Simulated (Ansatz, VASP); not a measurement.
**Al7InAs8 in VASP and in Ansatz**

```
CELL_PARAMETERS angstrom
5.72384 -5.72384 0.00000
5.72384 0.00000 5.72384
0.00000 -5.72384 5.72384
ATOMIC_POSITIONS crystal
In 0.50000 0.00000 0.00000
Al 0.50043 0.00043 0.49957
Al 0.50043 0.49957 0.00043
Al 0.50043 0.49957 0.49957
Al 0.99957 0.00043 0.00043
Al 0.99957 0.00043 0.49957
Al 0.99957 0.49957 0.00043
Al 0.00000 0.50000 0.50000
As 0.36971 0.39088 0.86971
As 0.37496 0.37501 0.37501
As 0.36971 0.86971 0.86971
As 0.36971 0.86971 0.39088
As 0.87501 0.37501 0.87496
As 0.87501 0.37501 0.37501
As 0.89088 0.86971 0.86971
As 0.87501 0.87496 0.37501
```

Alike in both runs: functional PBEsol; k mesh 4 × 4 × 4; occupations gaussian, width 0.02 eV; no spin polarisation.

Ansatz relaxed the structure, and its values are those at the end. VASP's run is a single point on that final structure, the one shown.

```csv
,VASP,Ansatz
version,VASP 6.6.1,Ansatz 0.2.0
potentials or method,"VASP PAW PBE potentials, release 64 (In_d, Al, As), cutoff 520 eV","scalar-relativistic, plane waves, PAW"
valence electrons in the cell,74,154
```

Ansatz gave:

| Property | Result |
| --- | --- |
| gap on the k mesh at the Fermi level (eV) | 1.34 |
| least direct gap on the mesh (eV) | 1.34 |
| pressure (GPa) | 0.0 |

Task: What did VASP give for the same quantities?

Result: gap on the k mesh at the Fermi level (eV): 1.33; least direct gap on the mesh (eV): 1.33; pressure (GPa): 0.2.

VASP's potentials were made for PBE, not for PBEsol. VASP's potentials hold 74 valence electrons a cell and Ansatz's 154, so a difference there can come from the potentials and not from the codes.
